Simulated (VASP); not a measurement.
# Ir (Im-3m) in VASP: single point with PBE

Aim: the single point of Ir with PBE.

Program: VASP 6.6.1. These are calculated values, not measurements. Logs are shortened: lines on timing, memory, paths and dates and some standing lists are left out, and cuts for length are marked.

### Step 1. The cell of the first run

Symmetry: Im-3m, No. 229, cubic system. The conventional cell has a = 3.118 Å, b = 3.118 Å, c = 3.118 Å, α = 90.00°, β = 90.00°, γ = 90.00°. Ir (site symmetry m-3m) has 14 Ir at 2.70 to 3.12 Å within 3.6 Å.

### Step 2. Single point, PBE

The input, INCAR:

```
SYSTEM = Ir
PREC = Accurate
ENCUT = 520
EDIFF = 1E-6
ISMEAR = -1
SIGMA = 0.13605693000000002
LREAL = .FALSE.
LASPH = .TRUE.
NELM = 100
ALGO = Normal
ISIF = 2
LWAVE = .FALSE.
LCHARG = .FALSE.
GGA = PE
NBANDS = 10
```

The input, KPOINTS:

```
regular mesh
0
G
  15 15 15
  0 0 0
```

The input, POSCAR:

```
Ir
1.0
   -1.5590864145      1.5590864145      1.5590864145
    1.5590864145     -1.5590864145      1.5590864145
    1.5590864145      1.5590864145     -1.5590864145
Ir
1
Direct
    0.0000000000      0.0000000000      0.0000000000
```

Potentials or basis: VASP PAW PBE potentials, release 64 (Ir).

Started as:

```bash
cat potpaw_PBE.64/Ir/POTCAR > POTCAR
mpirun -np 1 vasp_std > vasp.out
```

OUTCAR:

```text
SYSTEM = Ir
   PREC = Accurate
   ENCUT = 520
   EDIFF = 1E-6
   ISMEAR = -1
   LREAL = .FALSE.
   LASPH = .TRUE.
   NELM = 100
   ISIF = 2
   GGA = PE

 ion  position               nearest neighbor table
   1  0.000  0.000  0.000-

  LATTYP: Found a body centered cubic cell.
 ALAT       =     3.1181728290

  Lattice vectors:

 A1 = (  -1.5590864145,   1.5590864145,   1.5590864145)
 A2 = (   1.5590864145,  -1.5590864145,   1.5590864145)
 A3 = (   1.5590864145,   1.5590864145,  -1.5590864145)

Analysis of symmetry for initial positions (statically):
=====================================================================
 Subroutine PRICEL returns:
 Original cell was already a primitive cell.

 Routine SETGRP: Setting up the symmetry group for a
 body centered cubic supercell.

 Subroutine GETGRP returns: Found 48 space group operations
 (whereof 48 operations were pure point group operations)
 out of a pool of 48 trial point group operations.

The static configuration has the point symmetry O_h .

Analysis of symmetry for dynamics (positions and initial velocities):
=====================================================================
 Subroutine PRICEL returns:
 Original cell was already a primitive cell.

 Routine SETGRP: Setting up the symmetry group for a
 body centered cubic supercell.

 Subroutine GETGRP returns: Found 48 space group operations
 (whereof 48 operations were pure point group operations)
 out of a pool of 48 trial point group operations.

The dynamic configuration has the point symmetry O_h .

 Subroutine INISYM returns: Found 48 space group operations
 (whereof 48 operations are pure point group operations),
 and found     1 'primitive' translations

----------------------------------------------------------------------------------------

                                     Primitive cell

  volume of cell :      15.1590

  direct lattice vectors                    reciprocal lattice vectors
    -1.559086415  1.559086415  1.559086415     0.000000000  0.320700633  0.320700633
     1.559086415 -1.559086415  1.559086415     0.320700633  0.000000000  0.320700633
     1.559086415  1.559086415 -1.559086415     0.320700633  0.320700633  0.000000000

  length of vectors
     2.700416883  2.700416883  2.700416883     0.453539185  0.453539185  0.453539185

  position of ions in fractional coordinates (direct lattice)
     0.000000000  0.000000000  0.000000000

  ion indices of the primitive-cell ions
   primitive index   ion index
                 1           1

----------------------------------------------------------------------------------------

 KPOINTS: regular mesh

Automatic generation of k-mesh.
 Grid dimensions read from file:
 generate k-points for:   15   15   15

 Generating k-lattice:

  Cartesian coordinates                     Fractional coordinates (reciprocal lattice)
     0.000000000  0.021380042  0.021380042     0.066666667  0.000000000  0.000000000
     0.021380042  0.000000000  0.021380042     0.000000000  0.066666667  0.000000000
     0.021380042  0.021380042  0.000000000     0.000000000  0.000000000  0.066666667

  Length of vectors
     0.030235946  0.030235946  0.030235946

  Shift w.r.t. Gamma in fractional coordinates (k-lattice)
     0.000000000  0.000000000  0.000000000

 Subroutine IBZKPT returns following result:
 ===========================================

 Found    120 irreducible k-points:

 Following reciprocal coordinates:
            Coordinates               Weight
  0.000000  0.000000  0.000000      1.000000
  0.066667  0.000000  0.000000     12.000000
  0.133333  0.000000  0.000000     12.000000
  0.200000  0.000000  0.000000     12.000000
  0.266667  0.000000  0.000000     12.000000
  0.333333  0.000000  0.000000     12.000000
[... 16 lines left out ...]
  0.333333  0.200000  0.000000     48.000000
  0.400000  0.200000  0.000000     24.000000
 [... further k-points ...]
   k-points           NKPTS =    120   k-points in BZ     NKDIM =    120   number of bands    NBANDS=     10
   number of dos      NEDOS =    301   number of ions     NIONS =      1
   total plane-waves  NPLWV =   8000
   dimension x,y,z NGX =    20 NGY =   20 NGZ =   20
   dimension x,y,z NGXF=    40 NGYF=   40 NGZF=   40
   ions per type =               1
   NGX,Y,Z   is equivalent  to a cutoff of  12.31, 12.31, 12.31 a.u.
   NGXF,Y,Z  is equivalent  to a cutoff of  24.63, 24.63, 24.63 a.u.
 SYSTEM =  Ir
   PREC   = accura    normal or accurate (medium, high low for compatibility)
   ISTART =      0    job   : 0-new  1-cont  2-samecut
   ICHARG =      2    charge: 1-file 2-atom 10-const
   ISPIN  =      1    spin polarized calculation?
   LNONCOLLINEAR =      F non collinear calculations
   LSORBIT =      F    spin-orbit coupling
   LASPH  =      T    aspherical Exc in radial PAW
   ENCUT  =  520.0 eV  38.22 Ry    6.18 a.u.   5.02  5.02  5.02*2*pi/ulx,y,z
   NELM   =    100;   NELMIN=  2; NELMDL= -5     # of ELM steps
   EDIFF  = 0.1E-05   stopping-criterion for ELM
   LREAL  =      F    real-space projection
   EDIFFG = 0.1E-04   stopping-criterion for IOM
   NSW    =      0    number of steps for IOM
   IBRION =     -1    ionic relax: 0-MD 1-quasi-New 2-CG
   NFREE  =      0    steps in history (QN), initial steepest desc. (CG)
   ISIF   =      2    stress and relaxation
   ISYM   =      2    0-nonsym 1-usesym 2-fastsym
   POTIM  = 0.5000    time-step for ionic-motion
   TEBEG  =    0.0;   TEEND  =   0.0 temperature during run
   PSTRESS=    0.0 pullay stress
   NELECT =       9.0000    total number of electrons
   NUPDOWN=      -1.0000    fix difference up-down
   EMIN   =  10.00;   EMAX   =-10.00  energy-range for DOS
   EFERMI =   0.00;   METHOD = LEGACY
   ISMEAR =    -1;   SIGMA  =   0.14  broadening in eV -4-tet -1-fermi 0-gaus
   EFERMI_NEDOS =   21; number of points for ismear=-14 and -15
   IALGO  =     38    algorithm
   IMIX   =      4    mixing-type and parameters
     AMIX     =   0.40;   BMIX     =  1.00
     AMIX_MAG =   1.60;   BMIX_MAG =  1.00
  volume/ion in A,a.u.               =      15.16       102.30
  Fermi-wavevector in a.u.,A,eV,Ry     =   1.375938  2.600146 25.758617  1.893205
  Thomas-Fermi vector in A             =   2.501228
   LORBIT       =      0    0 simple, 1 ext, 2 COOP (PROOUT), +10 PAW based schemes
   GGA     = PE    functional components
   LHFCALC =     F    Hartree Fock is set to
   AEXX    =    0.0000 exact exchange contribution
   IVDW    =     0    specifies the selected vdW correction
   LEPSILON=     F    determine dielectric tensor
   LRPA    =     F    only Hartree local field effects (RPA)
 non-spin polarized calculation
  energy-cutoff  :      520.00
  volume of cell :       15.16
 maximum number of plane-waves:       420
   NGX =  9   NGY =  9   NGZ =  9

 number of electron       9.0000002 magnetization

 Free energy of the ion-electron system (eV)
  ---------------------------------------------------
  ext. energy  EPLUGINS =         0.00000000
  ---------------------------------------------------
  free energy    TOTEN  =        -8.28361184 eV

  energy without entropy =       -8.15241656  energy(sigma->0) =       -8.21801420

 E-fermi :   9.0380     XC(G=0): -13.5611

 val. band max:        9.0337479899   @ k =   0.2667   0.2667   0.1333
 cond. band min:       9.0480089660   @ k =  -0.2667   0.4000   0.1333
 fundamental gap:      0.0142609760
 Fermi energy:         9.0379711461

 k-point     1 :       0.0000    0.0000    0.0000
  band No.  band energies     occupation
      1      -1.1316      2.00000
      2       5.6670      2.00000
      3       5.6670      2.00000
      4       5.6670      2.00000
      5       8.5351      1.95157
      6       8.5351      1.95157
      7      25.9569      0.00000
      8      25.9569      0.00000
      9      25.9569      0.00000
     10      36.3508      0.00000

 k-point     2 :       0.0667    0.0000    0.0000
  band No.  band energies     occupation
      1      -0.9370      2.00000
      2       5.5795      2.00000
      3       5.6619      2.00000
      4       5.8361      2.00000
      5       8.4171      1.97937
      6       8.5411      1.94944
      7      26.0642      0.00000
      8      26.1896      0.00000
      9      26.2578      0.00000
     10      34.4814      0.00000

 k-point     3 :       0.1333    0.0000    0.0000
  band No.  band energies     occupation
      1      -0.3793      2.00000
      2       5.3405      2.00000
      3       5.6247      2.00000
      4       6.3335      2.00000
      5       8.1711      1.99659
      6       8.5640      1.94044
      7      26.2041      0.00000
      8      26.5352      0.00000
      9      27.1276      0.00000
     10      32.6334      0.00000

 k-point     4 :       0.2000    0.0000    0.0000
  band No.  band energies     occupation
      1       0.4456      2.00000
      2       5.0081      2.00000
      3       5.5505      2.00000
      4       7.1263      2.00000
      5       8.0171      1.99890
      6       8.6141      1.91503
      7      25.8368      0.00000
      8      25.8561      0.00000
      9      28.4756      0.00000
     10      32.0435      0.00000

 k-point     5 :       0.2667    0.0000    0.0000
  band No.  band energies     occupation
      1       1.3092      2.00000
      2       4.6514      2.00000
      3       5.6337      2.00000
      4       8.0651      1.99843
      5       8.1508      1.99706
      6       8.6972      1.84890
      7      23.7008      0.00000
      8      24.7890      0.00000
      9      30.1641      0.00000
     10      31.2309      0.00000

 k-point     6 :       0.3333    0.0000    0.0000
  band No.  band energies     occupation
      1       1.8536      2.00000
      2       4.3317      2.00000
      3       6.2655      2.00000
      4       8.2562      1.99363
      5       8.8047      1.69479
      6       9.2934      0.26544
      7      21.0427      0.00000
      8      23.5936      0.00000
      9      28.8088      0.00000
     10      31.9969      0.00000

 k-point     7 :       0.4000    0.0000    0.0000
  band No.  band energies     occupation
      1       1.9912      2.00000
      2       4.0946      2.00000
      3       7.4380      1.99998
      4       8.5047      1.96107
      5       8.9103      1.43758
      6      10.3559      0.00012
      7      18.5439      0.00000
      8      22.6486      0.00000
      9      26.8349      0.00000
     10      33.6990      0.00000

 k-point     8 :       0.4667    0.0000    0.0000
  band No.  band energies     occupation
      1       1.9755      2.00000
      2       3.9691      2.00000
      3       8.2860      1.99208
      4       8.9141      1.42625
      5       8.9771      1.22018
      6      11.0337      0.00000
      7      16.8245      0.00000
      8      22.1369      0.00000
      9      25.6867      0.00000
     10      33.6390      0.00000

 k-point     9 :       0.0667    0.0667    0.0000
  band No.  band energies     occupation
      1      -0.5597      2.00000
      2       5.4714      2.00000
      3       5.5590      2.00000
      4       6.1973      2.00000
      5       8.2171      1.99522
      6       8.5725      1.93670
      7      26.2349      0.00000
      8      26.6200      0.00000
      9      26.6635      0.00000
     10      32.6619      0.00000
[... 118 lines left out ...]
 k-point    19 :       0.3333    0.1333    0.0000
  band No.  band energies     occupation
      1       2.4986      2.00000
      2       4.2217      2.00000
      3       6.3464      2.00000
      4       8.2484      1.99398
      5       9.1359      0.65499
      6      11.6083      0.00000
      7      18.3317      0.00000
      8      22.7866      0.00000
      9      25.3764      0.00000
     10      32.0032      0.00000

 k-point    20 :       0.4000    0.1333    0.0000
  band No.  band energies     occupation
      1       2.4701      2.00000
      2       4.1160      2.00000
      3       7.0329      2.00000
      4       8.2923      1.99170
      5       9.4446      0.09587
      6      12.6734      0.00000
      7      16.5051      0.00000
      8      22.2177      0.00000
      9      24.6578      0.00000
     10      33.0155      0.00000

 k-point    21 :       0.2000    0.2000    0.0000
  band No.  band energies     occupation
      1       2.5404      2.00000
      2       4.6166      2.00000
      3       4.9620      2.00000
      4       7.8863      1.99958
      5       8.9843      1.19457
      6      10.3373      0.00014
      7      21.4087      0.00000
      8      23.8331      0.00000
      9      26.4921      0.00000
     10      29.6847      0.00000

 k-point    22 :       0.2667    0.2000   -0.0000
  band No.  band energies     occupation
      1       2.9233      2.00000
      2       4.4169      2.00000
      3       5.3962      2.00000
      4       8.0930      1.99808
      5       9.0521      0.94816
      6      11.8577      0.00000
      7      19.1478      0.00000
      8      22.5111      0.00000
      9      25.6312      0.00000
     10      30.5887      0.00000

 k-point    23 :       0.3333    0.2000    0.0000
  band No.  band energies     occupation
      1       2.9662      2.00000
      2       4.3051      2.00000
      3       6.0010      2.00000
      4       8.2909      1.99179
      5       9.2074      0.44695
      6      13.3530      0.00000
      7      17.0440      0.00000
      8      21.4513      0.00000
      9      25.1215      0.00000
     10      31.6349      0.00000

 k-point    24 :       0.4000    0.2000    0.0000
  band No.  band energies     occupation
      1       2.9474      2.00000
      2       4.2717      2.00000
      3       6.2653      2.00000
      4       8.3347      1.98869
      5       9.3642      0.16667
      6      14.3378      0.00000
      7      15.8183      0.00000
      8      21.0131      0.00000
      9      24.9496      0.00000
     10      32.5829      0.00000

 [... further k-points ...]
[... 5 lines left out ...]
  --------------------------------------------------------------------------------------
  -------------------------------------------------------------------------------------
  Total       -0.0862469     -0.0862469     -0.0862469      0.0000000     -0.0000000      0.0000000
  in kB       -9.1155618     -9.1155618     -9.1155618      0.0000000     -0.0000000      0.0000000
  external PRESSURE =      -9.1155618 kB  Pullay stress =       0.0000000 kB

 VOLUME and BASIS-vectors are now :
 -----------------------------------------------------------------------------
  energy-cutoff  :      520.00
  volume of cell :       15.16
      direct lattice vectors                 reciprocal lattice vectors
    -1.559086415  1.559086415  1.559086415     0.000000000  0.320700633  0.320700633
     1.559086415 -1.559086415  1.559086415     0.320700633  0.000000000  0.320700633
     1.559086415  1.559086415 -1.559086415     0.320700633  0.320700633  0.000000000

 POSITION                                       TOTAL-FORCE (eV/Angst)
 -----------------------------------------------------------------------------------
      0.00000      0.00000      0.00000        -0.000000     -0.000000      0.000000
 -----------------------------------------------------------------------------------
    total drift:                                0.000000     -0.000000      0.000000

  FREE ENERGIE OF THE ION-ELECTRON SYSTEM (eV)
  ---------------------------------------------------
  free  energy   TOTEN  =        -8.2836118397 eV

  energy  without entropy=       -8.1524165593  energy(sigma->0) =       -8.21801420
```

Run time: 12 s. Hardware: 1 thread of Intel Xeon Platinum 8259CL at 2.50GHz (Skylake/Cascade Lake), shared host; peak memory 0.14 GiB.

Results:

| Property | Result |
| --- | --- |
| Free energy | -8.2836 eV |
| Pressure | -0.9 GPa |

Caveat: spin-orbit coupling is left out, which moves the levels of the heavy elements.
